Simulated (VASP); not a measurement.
A run of VASP 6.6.1 is set up as follows.

The input INCAR:

```
SYSTEM = Mo
PREC = Accurate
ENCUT = 520
EDIFF = 1E-7
ISMEAR = -1
SIGMA = 0.1
LREAL = .FALSE.
LASPH = .TRUE.
NELM = 100
ALGO = Normal
ISIF = 2
LWAVE = .FALSE.
LCHARG = .FALSE.
GGA = PE
NBANDS = 28
```

File KPOINTS:

```
Automatic mesh
0
G
  10 10 13
  0 0 0
```

Contents of POSCAR:

```
Mo
1.0
    0.0000000000      3.1608399146     -3.1608399146
   -3.1608399146      0.0000000000      3.1608399146
    1.5804199573      1.5804199573      1.5804199573
Mo
3
Direct
    0.0000000000      0.0000000000      0.0000000000
    0.3333333330      0.6666666670      0.3333333330
    0.6666666670      0.3333333330      0.6666666670
```

Potentials or basis: VASP PAW PBE potentials, release 64 (Mo_sv).

Run with:

```sh
$ cat potpaw_PBE.64/Mo_sv/POTCAR > POTCAR
$ mpirun -np 1 vasp_std > vasp.out
```

Question: Predict the band gap on the k mesh.

Answer: Zero (bands 21 and 22 overlap by 3.26 eV).

Question: Estimate the pressure.

Answer: 0.5 GPa.
